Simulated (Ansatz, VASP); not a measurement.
**Cs in VASP and in Ansatz**

```
Cs
1.0
    -2.64594    2.64594    3.90188
     2.64594   -2.64594    3.90188
     2.64594    2.64594   -3.90188
Cs
1
Direct
  0.00000 0.00000 0.00000
```

Alike in both runs: task relaxation of cell and atoms; functional PBEsol; k mesh 14 × 14 × 14; occupations gaussian, width 0.1 eV; no spin polarisation.

|  | VASP | Ansatz |
| --- | --- | --- |
| version | VASP 6.6.1 | Ansatz 0.2.0 |
| potentials or method | VASP PAW PBE potentials, release 64 (Cs_sv), cutoff 500 eV | scalar-relativistic, plane waves, PAW |
| valence electrons in the cell | 9 | 9 |

```tsv
	VASP	Ansatz	Ansatz less VASP
gap on the k mesh at the Fermi level, each at its own relaxed structure (eV)	none	none	-
relaxed volume (Å³/atom)	108.36	109.27	+0.908
relaxed length of the cell vector where the two differ most in proportion (Å)	5.382	5.406	+0.0243
```

VASP's potentials were made for PBE, not for PBEsol. A gap of «none» marks a metal or a gap that the smearing closes.

Neither program's run includes spin-orbit coupling.
